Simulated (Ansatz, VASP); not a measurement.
**One calculation of CsI, two programs**

```xyz
2
Lattice="4.5969 0.0000 0.0000 0.0000 4.5969 0.0000 0.0000 0.0000 4.5969" Properties=species:S:1:pos:R:3 pbc="T T T"
Cs    0.0000    0.0000    0.0000
I     2.2985    2.2985    2.2985
```

Change from the starting cell: volume scaled by 1.02, PAW files.

Alike in both runs: task electric field gradients; functional LDA; k mesh 7 × 7 × 7; occupations fermi-dirac, width 0.01 eV; no spin polarisation.

|  | VASP | Ansatz |
| --- | --- | --- |
| version | VASP 6.6.1 | Ansatz 0.2.0 |
| potentials or method | VASP PAW LDA potentials, release 64 (Cs_sv, I) | PAW with Ansatz's default frozen-core files, scalar-relativistic |
| plane-wave cutoff (eV) | 400 | 420 |
| valence electrons in the cell | 16 | 26 |

Ansatz gave:

```
gap on the k mesh at the Fermi level (eV) : 3.49
pressure (GPa)                            : -1.6
```

What did VASP give for the same quantities?

gap on the k mesh at the Fermi level (eV): 3.50; pressure (GPa): -1.5.

LDA's correlation is that of Perdew and Zunger in VASP and of Perdew and Wang (1992) in Ansatz. VASP's potentials hold 16 valence electrons a cell and Ansatz's 26, so a difference there can come from the potentials and not from the codes.

Neither program's run includes spin-orbit coupling.
